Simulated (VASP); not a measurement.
# BN (P6_3mc) in VASP: settings compared, part 2 of 2

VASP 6.6.1.

## (6) Relaxation of shape and atoms at fixed volume, revPBE+D4

This run uses another cell than the first one, of 5.85 Å³/atom.

INCAR reads:

```
ALGO = Normal ; EDIFF = 1E-7
EDIFFG = -0.02 ; ENCUT = 600
GGA = RE ; GGA_COMPAT = False
IBRION = 2 ; ISIF = 4
ISMEAR = 0 ; IVDW = 13
LASPH = True ; LCHARG = False
LREAL = False ; LWAVE = False
NELM = 120 ; NELMIN = 4
NSW = 60 ; PREC = Accurate
SIGMA = 0.05
```

KPOINTS reads:

```
k-points
0
Gamma
  10 10 6
```

POSCAR reads:

```
BN
1.0
    2.5369300313      0.0000000000      0.0000000000
   -1.2684650156      2.1970458547      0.0000000000
    0.0000000000      0.0000000000      4.1959171560
B N
2 2
Direct
    0.6666666667      0.3333333333      0.0002721809
    0.3333333333      0.6666666667      0.5002721809
    0.6666666667      0.3333333333      0.3747278191
    0.3333333333      0.6666666667      0.8747278191
```

Potentials or basis: VASP PAW PBE potentials, release 64 (B, N).

Started as:

```
$ cat potpaw_PBE.64/B/POTCAR potpaw_PBE.64/N/POTCAR > POTCAR
$ mpirun -np 1 vasp_std > vasp.out
```

OUTCAR:

```text
EDIFF = 1E-7
   EDIFFG = -0.02
   ENCUT = 600
   GGA = RE
   IBRION = 2
   ISIF = 4
   ISMEAR = 0
   IVDW = 13
   LASPH = True
   LREAL = False
   NELM = 120
   NELMIN = 4
   NSW = 60
   PREC = Accurate

 ion  position               nearest neighbor table
   1  0.667  0.333  0.000-   4 1.56   4 1.56   4 1.56   3 1.57
   2  0.333  0.667  0.500-   3 1.56   3 1.56   3 1.56   4 1.57
   3  0.667  0.333  0.375-   2 1.56   2 1.56   2 1.56   1 1.57
   4  0.333  0.667  0.875-   1 1.56   1 1.56   1 1.56   2 1.57

  LATTYP: Found a hexagonal cell.
[... 567 lines left out ...]
  --------------------------------------------------------------------------------------
  -------------------------------------------------------------------------------------
  Total      -0.22608    -0.22608    -0.22968    -0.00000     0.00000     0.00000
  in kB     -15.48806   -15.48806   -15.73451    -0.00000     0.00000     0.00000
  external pressure =      -15.57 kB  Pullay stress =        0.00 kB

 VOLUME and BASIS-vectors are now :
 -----------------------------------------------------------------------------
  energy-cutoff  :      600.00
  volume of cell :       23.39
      direct lattice vectors                 reciprocal lattice vectors
     2.536930031  0.000000000  0.000000000     0.394177209  0.227578318  0.000000000
    -1.268465016  2.197045855  0.000000000     0.000000000  0.455156636  0.000000000
     0.000000000  0.000000000  4.195917156     0.000000000  0.000000000  0.238326917

 POSITION                                       TOTAL-FORCE (eV/Angst)
 -----------------------------------------------------------------------------------
      1.26847      0.73235      0.00114        -0.000000     -0.000000      0.007058
     -0.00000      1.46470      2.09910         0.000000      0.000000      0.007058
      1.26847      0.73235      1.57233         0.000000      0.000000     -0.007058
     -0.00000      1.46470      3.67029         0.000000     -0.000000     -0.007058
 -----------------------------------------------------------------------------------
    total drift:                               -0.000000     -0.000000     -0.000071

  FREE ENERGIE OF THE ION-ELECTRON SYSTEM (eV)
  ---------------------------------------------------
  free  energy   TOTEN  =       -35.6790306917 eV

  energy  without entropy=      -35.6790306917  energy(sigma->0) =      -35.67903069

 reached required accuracy - stopping structural energy minimisation
```

OSZICAR:

```text
N       E                     dE             d eps       ncg     rms          rms(c)
DAV:   1     0.600877556141E+02    0.60088E+02   -0.94180E+03  1344   0.146E+03
DAV:   2    -0.324793373678E+02   -0.92567E+02   -0.85671E+02  1976   0.308E+02
DAV:   3    -0.353203948848E+02   -0.28411E+01   -0.28262E+01  1784   0.529E+01
DAV:   4    -0.353377843134E+02   -0.17389E-01   -0.17380E-01  1680   0.422E+00
DAV:   5    -0.353379753231E+02   -0.19101E-03   -0.19096E-03  1728   0.433E-01    0.961E+00
DAV:   6    -0.335959886013E+02    0.17420E+01   -0.46524E+00  1692   0.190E+01    0.466E+00
DAV:   7    -0.334731178469E+02    0.12287E+00   -0.24819E-01  1640   0.537E+00    0.277E+00
DAV:   8    -0.334543980717E+02    0.18720E-01   -0.69123E-02  1516   0.258E+00    0.241E-01
DAV:   9    -0.334534478842E+02    0.95019E-03   -0.24661E-03  1740   0.600E-01    0.115E-01
DAV:  10    -0.334538659274E+02   -0.41804E-03   -0.60697E-04  1580   0.247E-01    0.293E-02
DAV:  11    -0.334538801230E+02   -0.14196E-04   -0.82463E-05  1692   0.843E-02    0.142E-02
DAV:  12    -0.334538821297E+02   -0.20067E-05   -0.99712E-06  1696   0.325E-02    0.251E-03
DAV:  13    -0.334538824072E+02   -0.27748E-06   -0.24820E-07  1580   0.576E-03    0.548E-04
DAV:  14    -0.334538824085E+02   -0.13877E-08   -0.11395E-08  1032   0.127E-03
   1 F= -.35679031E+02 E0= -.35679031E+02  d E =-.356790E+02
```

It took 33 s on 1 thread of Intel Xeon Platinum 8259CL at 2.50GHz (Skylake/Cascade Lake), shared host; peak memory 0.14 GiB.

Results:

```
Free energy                  : -35.6790 eV
Pressure after relaxing      : -1.6 GPa
Largest force after relaxing : 0.007 eV/Å
Band gap on the k mesh       : 5.41 eV (least direct gap 8.37 eV)
Dispersion energy per atom   : -0.556 eV
```

Forces in eV/Å, atoms in the order of the input:
```
B    0.000  0.000  0.007
B    0.000  0.000  0.007
N    0.000  0.000 -0.007
N    0.000  0.000 -0.007
```

Final structure:
```yaml
crystal:
  lattice:
    - [2.53693, 0.00000, 0.00000]
    - [-1.26847, 2.19705, 0.00000]
    - [0.00000, 0.00000, 4.19592]
  atoms:
    - { symbol: B, position: [0.66667, 0.33333, 0.00027] }
    - { symbol: B, position: [0.33333, 0.66667, 0.50027] }
    - { symbol: N, position: [0.66667, 0.33333, 0.37473] }
    - { symbol: N, position: [0.33333, 0.66667, 0.87473] }
```

Levels at points of the mesh, in eV from the valence-band top:
```
           k point  band 4  band 5  band 6  band 7  band 8  band 9  band 10  band 11  band 12
(0.00, 0.00, 0.00)   -2.15   -2.15   -0.28    0.00    0.00    8.46     8.46     8.71     9.64
(0.50, 0.00, 0.00)   -7.88   -6.99   -5.04   -4.47   -2.13    6.77     8.03    10.69    11.61
(0.00, 0.00, 0.50)   -5.77   -1.19   -1.19   -1.19   -1.19    9.61     9.61    10.03    10.03
(0.50, 0.00, 0.50)  -10.12   -3.81   -3.81   -3.61   -3.61    6.65     6.65    10.13    10.13
```

Caveat: the relaxation stopped at its first step, so nothing moved; the PAW data sets were made with another functional, which shifts forces and pressure a little.

## (7) Summary

```csv
level,cell,gap on the mesh (eV),pressure (GPa)
RPBE,"relaxed from a = 2.533, b = 2.533, c = 4.189 Å, angles 90.0, 90.0, 120.0°, 4 atoms",5.42,15.9
revPBE+D4,"relaxed from a = 2.528, b = 2.528, c = 4.181 Å, angles 90.0, 90.0, 120.0°, 4 atoms",5.39,2.8
PBE,"relaxed from a = 2.536, b = 2.536, c = 4.199 Å, angles 90.0, 90.0, 120.0°, 4 atoms",5.36,8.0
RPBE,"relaxed from a = 2.537, b = 2.537, c = 4.196 Å, angles 90.0, 90.0, 120.0°, 4 atoms",5.43,14.0
revPBE+D4,"relaxed from a = 2.537, b = 2.537, c = 4.196 Å, angles 90.0, 90.0, 120.0°, 4 atoms",5.41,-1.6
```

Alike in all rows: task relaxation of shape and atoms at fixed volume; potentials or basis VASP PAW PBE potentials, release 64 (B, N); no spin polarisation; k mesh 10 × 10 × 6; cutoff (eV) 600; smearing gaussian 0.05 eV.

Caveats: the PAW data sets were made with another functional, which shifts forces and pressure a little (at least some runs); the relaxation stopped at its first step, so nothing moved (at least some runs).

Total energies depend on the potentials used, so only differences within one code and one set of settings carry meaning.
